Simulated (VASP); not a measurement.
# Sc (P6/mmm) in VASP: further runs

Runs on Sc. Level: r2SCAN. Tasks: single point.

All numbers are computed with VASP 6.6.1; they aren't measurements. Logs are shortened: lines on timing, memory, paths and dates and some standing lists are left out, and cuts for length are marked.

**1. The cell of the first run**

Symmetry: P6/mmm, No. 191, hexagonal system. The conventional cell has a = 5.359 Å, b = 5.359 Å, c = 3.341 Å, α = 90.00°, β = 90.00°, γ = 120.00°. Within 4.4 Å of Sc (site symmetry 6/mmm) lie 14 Sc at 3.34 to 3.52 Å. Within 4.1 Å of Sc (site symmetry -6m2) lie 11 Sc at 3.09 to 3.52 Å.

This isn't the form of Sc at room conditions, which is hcp.

**2. Single point, r2SCAN (27.70 Å³/atom)**

File POSCAR:

```
Sc
1.0
    5.3587019536      0.0000000000      0.0000000000
   -2.6793509768      4.6407720232      0.0000000000
    0.0000000000      0.0000000000      3.3410072083
Sc
3
Direct
    1.0000000000      1.0000000000      0.0000000000
    0.3333333333      0.6666666667      0.5000000000
    0.6666666667      0.3333333333      0.5000000000
```

File INCAR.step1:

```
ALGO = Normal
EDIFF = 1E-5
ENCUT = 550
GGA = PE
GGA_COMPAT = F
ISMEAR = -1
LASPH = T
LCHARG = F
LREAL = F
LWAVE = T
NBANDS = 24
NELM = 120
PREC = Accurate
SIGMA = 0.1
```

File INCAR.step2:

```
ALGO = Normal
EDIFF = 1E-6
ENCUT = 550
GGA_COMPAT = F
ISIF = 2
ISMEAR = -1
ISTART = 1
LASPH = T
LCHARG = F
LMIXTAU = T
LREAL = F
LWAVE = F
METAGGA = R2SCAN
NBANDS = 24
NELM = 120
PREC = Accurate
SIGMA = 0.1
```

File KPOINTS:

```
k-points
0
Gamma
  8 8 11
```

Potentials or basis: VASP PAW PBE potentials, release 64 (Sc_sv).

On the command line:

```sh
$ cat potpaw_PBE.64/Sc_sv/POTCAR > POTCAR
$ cp INCAR.step1 INCAR
$ mpirun -np 1 vasp_std > vasp.out
$ cp INCAR.step2 INCAR
$ mpirun -np 1 vasp_std > vasp.out
```

OUTCAR:

```text
EDIFF = 1E-6
   ENCUT = 550
   ISIF = 2
   ISMEAR = -1
   ISTART = 1
   LASPH = T
   LREAL = F
   METAGGA = R2SCAN
   NELM = 120
   PREC = Accurate

 ion  position               nearest neighbor table
   1  0.000  0.000  0.000-
   2  0.333  0.667  0.500-   3 3.09   3 3.09   3 3.09
   3  0.667  0.333  0.500-   2 3.09   2 3.09   2 3.09

  LATTYP: Found a hexagonal cell.
 ALAT       =     5.3587019536
 C/A-ratio  =     0.6234732286

  Lattice vectors:

 A1 = (   5.3587019536,   0.0000000000,   0.0000000000)
 A2 = (  -2.6793509768,   4.6407720232,   0.0000000000)
 A3 = (   0.0000000000,   0.0000000000,   3.3410072083)

Analysis of symmetry for initial positions (statically):
=====================================================================
 Subroutine PRICEL returns:
 Original cell was already a primitive cell.

 Routine SETGRP: Setting up the symmetry group for a
 hexagonal supercell.

 Subroutine GETGRP returns: Found 24 space group operations
 (whereof 24 operations were pure point group operations)
 out of a pool of 24 trial point group operations.

The static configuration has the point symmetry D_6h.

Analysis of symmetry for dynamics (positions and initial velocities):
=====================================================================
 Subroutine PRICEL returns:
 Original cell was already a primitive cell.

 Routine SETGRP: Setting up the symmetry group for a
 hexagonal supercell.

 Subroutine GETGRP returns: Found 24 space group operations
 (whereof 24 operations were pure point group operations)
 out of a pool of 24 trial point group operations.

The dynamic configuration has the point symmetry D_6h.

 Subroutine INISYM returns: Found 24 space group operations
 (whereof 24 operations are pure point group operations),
 and found     1 'primitive' translations

----------------------------------------------------------------------------------------

                                     Primitive cell

  volume of cell :      83.0859

  direct lattice vectors                    reciprocal lattice vectors
     5.358701954  0.000000000  0.000000000     0.186612357  0.107740694  0.000000000
    -2.679350977  4.640772023  0.000000000     0.000000000  0.215481389  0.000000000
     0.000000000  0.000000000  3.341007208     0.000000000  0.000000000  0.299310938

  length of vectors
     5.358701954  5.358701954  3.341007208     0.215481389  0.215481389  0.299310938

  position of ions in fractional coordinates (direct lattice)
     0.000000000  0.000000000  0.000000000
     0.333333333  0.666666667  0.500000000
     0.666666667  0.333333333  0.500000000

  ion indices of the primitive-cell ions
   primitive index   ion index
                 1           1
                 2           2
                 3           3

----------------------------------------------------------------------------------------

 KPOINTS: k-points

Automatic generation of k-mesh.
 Grid dimensions read from file:
 generate k-points for:    8    8   11

 Generating k-lattice:

  Cartesian coordinates                     Fractional coordinates (reciprocal lattice)
     0.023326545  0.013467587  0.000000000     0.125000000  0.000000000  0.000000000
     0.000000000  0.026935174  0.000000000     0.000000000  0.125000000  0.000000000
     0.000000000  0.000000000  0.027210085     0.000000000  0.000000000  0.090909091

  Length of vectors
     0.026935174  0.026935174  0.027210085

  Shift w.r.t. Gamma in fractional coordinates (k-lattice)
     0.000000000  0.000000000  0.000000000

 Subroutine IBZKPT returns following result:
 ===========================================

 Found     60 irreducible k-points:

 Following reciprocal coordinates:
            Coordinates               Weight
  0.000000  0.000000  0.000000      1.000000
  0.125000  0.000000  0.000000      6.000000
  0.250000  0.000000  0.000000      6.000000
  0.375000 -0.000000  0.000000      6.000000
  0.500000  0.000000  0.000000      3.000000
  0.125000  0.125000  0.000000      6.000000
[... 16 lines left out ...]
  0.250000  0.000000  0.181818     12.000000
  0.375000 -0.000000  0.181818     12.000000
 [... further k-points ...]
   k-points           NKPTS =     60   k-points in BZ     NKDIM =     60   number of bands    NBANDS=     24
   number of dos      NEDOS =    301   number of ions     NIONS =      3
   total plane-waves  NPLWV =  49392
   dimension x,y,z NGX =    42 NGY =   42 NGZ =   28
   dimension x,y,z NGXF=    84 NGYF=   84 NGZF=   56
   ions per type =               3
   NGX,Y,Z   is equivalent  to a cutoff of  13.03, 13.03, 13.93 a.u.
   NGXF,Y,Z  is equivalent  to a cutoff of  26.06, 26.06, 27.87 a.u.
 SYSTEM =  unknown system
   PREC   = accura    normal or accurate (medium, high low for compatibility)
   ISTART =      1    job   : 0-new  1-cont  2-samecut
   ICHARG =      0    charge: 1-file 2-atom 10-const
   ISPIN  =      1    spin polarized calculation?
   LNONCOLLINEAR =      F non collinear calculations
   LSORBIT =      F    spin-orbit coupling
   LASPH  =      T    aspherical Exc in radial PAW
   ENCUT  =  550.0 eV  40.42 Ry    6.36 a.u.  10.25 10.25  6.39*2*pi/ulx,y,z
   NELM   =    120;   NELMIN=  2; NELMDL=  0     # of ELM steps
   EDIFF  = 0.1E-05   stopping-criterion for ELM
   LREAL  =      F    real-space projection
   EDIFFG = 0.1E-04   stopping-criterion for IOM
   NSW    =      0    number of steps for IOM
   IBRION =     -1    ionic relax: 0-MD 1-quasi-New 2-CG
   NFREE  =      0    steps in history (QN), initial steepest desc. (CG)
   ISIF   =      2    stress and relaxation
   ISYM   =      2    0-nonsym 1-usesym 2-fastsym
   POTIM  = 0.5000    time-step for ionic-motion
   TEBEG  =    0.0;   TEEND  =   0.0 temperature during run
   PSTRESS=    0.0 pullay stress
   NELECT =      33.0000    total number of electrons
   NUPDOWN=      -1.0000    fix difference up-down
   EMIN   =  10.00;   EMAX   =-10.00  energy-range for DOS
   EFERMI =   0.00;   METHOD = LEGACY
   ISMEAR =    -1;   SIGMA  =   0.10  broadening in eV -4-tet -1-fermi 0-gaus
   EFERMI_NEDOS =   21; number of points for ismear=-14 and -15
   IALGO  =     38    algorithm
   IMIX   =      4    mixing-type and parameters
     AMIX     =   0.40;   BMIX     =  1.00
     AMIX_MAG =   1.60;   BMIX_MAG =  1.00
  volume/ion in A,a.u.               =      27.70       186.90
  Fermi-wavevector in a.u.,A,eV,Ry     =   1.203383  2.274063 19.703000  1.448130
  Thomas-Fermi vector in A             =   2.339138
   LORBIT       =      0    0 simple, 1 ext, 2 COOP (PROOUT), +10 PAW based schemes
   METAGGA = R2SCAN    functional components
   LHFCALC =     F    Hartree Fock is set to
   AEXX    =    0.0000 exact exchange contribution
   IVDW    =     0    specifies the selected vdW correction
   LEPSILON=     F    determine dielectric tensor
   LRPA    =     F    only Hartree local field effects (RPA)
 non-spin polarized calculation
  energy-cutoff  :      550.00
  volume of cell :       83.09
 maximum number of plane-waves:      2452
 NGX is ok and might be reduce to    42
   NGX = 21   NGY = 21   NGZ = 13

 number of electron      32.9999995 magnetization

 Free energy of the ion-electron system (eV)
  ---------------------------------------------------
  ext. energy  EPLUGINS =         0.00000000
  ---------------------------------------------------
  free energy    TOTEN  =       -33.88290726 eV

  energy without entropy =      -33.69001997  energy(sigma->0) =      -33.78646362

 E-fermi :   3.0428     XC(G=0): -10.1030

 val. band max:        3.0411354327   @ k =   0.1250   0.1250   0.0000
 cond. band min:       3.0551794768   @ k =   0.5000   0.0000   0.4545
 fundamental gap:      0.0140440441
 Fermi energy:         3.0427623384

 k-point     1 :       0.0000    0.0000    0.0000
  band No.  band energies     occupation
      1     -48.8444      2.00000
      2     -48.8092      2.00000
      3     -48.7764      2.00000
      4     -26.5638      2.00000
      5     -26.5638      2.00000
      6     -26.4859      2.00000
[... 16 lines left out ...]
     23       5.3537      0.00000
     24       5.3622      0.00000

 k-point     2 :       0.1250    0.0000    0.0000
  band No.  band energies     occupation
      1     -48.8421      2.00000
      2     -48.8096      2.00000
      3     -48.7783      2.00000
      4     -26.5776      2.00000
      5     -26.5684      2.00000
      6     -26.4704      2.00000
[... 16 lines left out ...]
     23       5.1607      0.00000
     24       5.1735      0.00000

 k-point     3 :       0.2500    0.0000    0.0000
  band No.  band energies     occupation
      1     -48.8358      2.00000
      2     -48.8107      2.00000
      3     -48.7835      2.00000
      4     -26.6009      2.00000
      5     -26.5647      2.00000
      6     -26.4426      2.00000
[... 16 lines left out ...]
     23       5.1009      0.00000
     24       5.4187      0.00000

 k-point     4 :       0.3750   -0.0000    0.0000
  band No.  band energies     occupation
      1     -48.8276      2.00000
      2     -48.8122      2.00000
      3     -48.7902      2.00000
      4     -26.6182      2.00000
      5     -26.5404      2.00000
      6     -26.4377      2.00000
[... 16 lines left out ...]
     23       5.1871      0.00000
     24       5.7815      0.00000

 k-point     5 :       0.5000    0.0000    0.0000
  band No.  band energies     occupation
      1     -48.8225      2.00000
      2     -48.8137      2.00000
      3     -48.7939      2.00000
      4     -26.6245      2.00000
      5     -26.5104      2.00000
      6     -26.4721      2.00000
[... 451 lines left out ...]
 k-point    22 :       0.1250    0.0000    0.1818
  band No.  band energies     occupation
      1     -48.8354      2.00000
      2     -48.8076      2.00000
      3     -48.7742      2.00000
      4     -26.5683      2.00000
      5     -26.5594      2.00000
      6     -26.4672      2.00000
[... 16 lines left out ...]
     23       5.0833      0.00000
     24       5.2207      0.00000

 k-point    23 :       0.2500    0.0000    0.1818
  band No.  band energies     occupation
      1     -48.8295      2.00000
      2     -48.8083      2.00000
      3     -48.7794      2.00000
      4     -26.5877      2.00000
      5     -26.5551      2.00000
      6     -26.4586      2.00000
[... 16 lines left out ...]
     23       5.1115      0.00000
     24       5.3568      0.00000

 k-point    24 :       0.3750   -0.0000    0.1818
  band No.  band energies     occupation
      1     -48.8220      2.00000
      2     -48.8090      2.00000
      3     -48.7862      2.00000
      4     -26.6028      2.00000
      5     -26.5359      2.00000
      6     -26.4621      2.00000
[... 16 lines left out ...]
     23       5.2318      0.00000
     24       5.6324      0.00000

 [... further k-points ...]

------------------------ aborting loop because EDIFF is reached ----------------------------------------

  FORCE on cell =-STRESS in cart. coord.  units (eV):
  Direction    XX          YY          ZZ          XY          YZ          ZX
  --------------------------------------------------------------------------------------
  -------------------------------------------------------------------------------------
  Total       -2.4993492     -2.4993492     -2.7607762      0.0000000     -0.0000000      0.0000000
  in kB      -48.1959201    -48.1959201    -53.2371175      0.0000000     -0.0000000      0.0000000
  external PRESSURE =     -49.8763192 kB  Pullay stress =       0.0000000 kB

 VOLUME and BASIS-vectors are now :
 -----------------------------------------------------------------------------
  energy-cutoff  :      550.00
  volume of cell :       83.09
      direct lattice vectors                 reciprocal lattice vectors
     5.358701954  0.000000000  0.000000000     0.186612357  0.107740694  0.000000000
    -2.679350977  4.640772023  0.000000000     0.000000000  0.215481389  0.000000000
     0.000000000  0.000000000  3.341007208     0.000000000  0.000000000  0.299310938

 POSITION                                       TOTAL-FORCE (eV/Angst)
 -----------------------------------------------------------------------------------
      0.00000      0.00000      0.00000        -0.000000      0.000000      0.000000
     -0.00000      3.09385      1.67050        -0.000000      0.000000      0.000000
      2.67935      1.54692      1.67050         0.000000      0.000000     -0.000000
 -----------------------------------------------------------------------------------
    total drift:                               -0.000000      0.000000     -0.000000

  FREE ENERGIE OF THE ION-ELECTRON SYSTEM (eV)
  ---------------------------------------------------
  free  energy   TOTEN  =       -33.8829072628 eV

  energy  without entropy=      -33.6900199708  energy(sigma->0) =      -33.78646362
```

Wall time 10 min (1 thread of Oxide Virtual Turin-like, shared host); peak memory 0.25 GiB.

What came out:

```
Free energy            : -33.8829 eV
Pressure               : -5.0 GPa
Band gap on the k mesh : zero (an odd number of electrons rules out a gap without spin polarisation)
```

Stress tensor (GPa, compression positive):
```
-4.82  0.00  0.00
 0.00 -4.82  0.00
 0.00  0.00 -5.32
```

Caveat: the cell stands under tension; the PAW data sets were made with another functional, which shifts forces and pressure a little.

**3. Single point, r2SCAN**

This run uses another cell than the first one, of 24.73 Å³/atom.

File POSCAR:

```
Sc
1.0
    5.1600462596      0.0000000000      0.0000000000
   -2.5800231298      4.4687311455      0.0000000000
    0.0000000000      0.0000000000      3.2171507014
Sc
3
Direct
    1.0000000000      1.0000000000      0.0000000000
    0.3333333333      0.6666666667      0.5000000000
    0.6666666667      0.3333333333      0.5000000000
```

File INCAR.step1:

```
PREC = Accurate
ENCUT = 550
ISMEAR = -1
SIGMA = 0.1
LREAL = F
LASPH = T
NELM = 120
NBANDS = 24
GGA = PE
ALGO = Normal
EDIFF = 1E-5
LWAVE = T
LCHARG = F
GGA_COMPAT = F
```

File INCAR.step2:

```
PREC = Accurate
ENCUT = 550
EDIFF = 1E-6
ISMEAR = -1
SIGMA = 0.1
LREAL = F
LASPH = T
NELM = 120
ALGO = Normal
ISIF = 2
LWAVE = F
LCHARG = F
METAGGA = R2SCAN
LMIXTAU = T
NBANDS = 24
ISTART = 1
GGA_COMPAT = F
```

File KPOINTS:

```
regular mesh
0
Gamma
  9 9 13
```

Potentials or basis: VASP PAW PBE potentials, release 64 (Sc_sv).

On the command line:

```sh
$ cat potpaw_PBE.64/Sc_sv/POTCAR > POTCAR
$ cp INCAR.step1 INCAR
$ mpirun -np 1 vasp_std > vasp.out
$ cp INCAR.step2 INCAR
$ mpirun -np 1 vasp_std > vasp.out
```

It took 8.3 min on 1 thread of Oxide Virtual Turin-like, shared host; peak memory 0.26 GiB.

The run converged. Its results:

| Quantity | Value |
| --- | --- |
| Free energy | -34.0267 eV |
| Pressure | 0.2 GPa |
| Band gap on the k mesh | zero (an odd number of electrons rules out a gap without spin polarisation) |

Levels at points of the mesh, in eV from the Fermi level:
| k point | band 12 | band 13 | band 14 | band 15 | band 16 | band 17 | band 18 | band 19 | band 20 | band 21 |
| --- | --- | --- | --- | --- | --- | --- | --- | --- | --- | --- |
| (0.00, 0.00, 0.00) | -28.94 | -5.43 | -0.68 | -0.14 | -0.14 | -0.04 | -0.04 | 0.84 | 1.83 | 2.27 |

Caveat: the PAW data sets were made with another functional, which shifts forces and pressure a little.
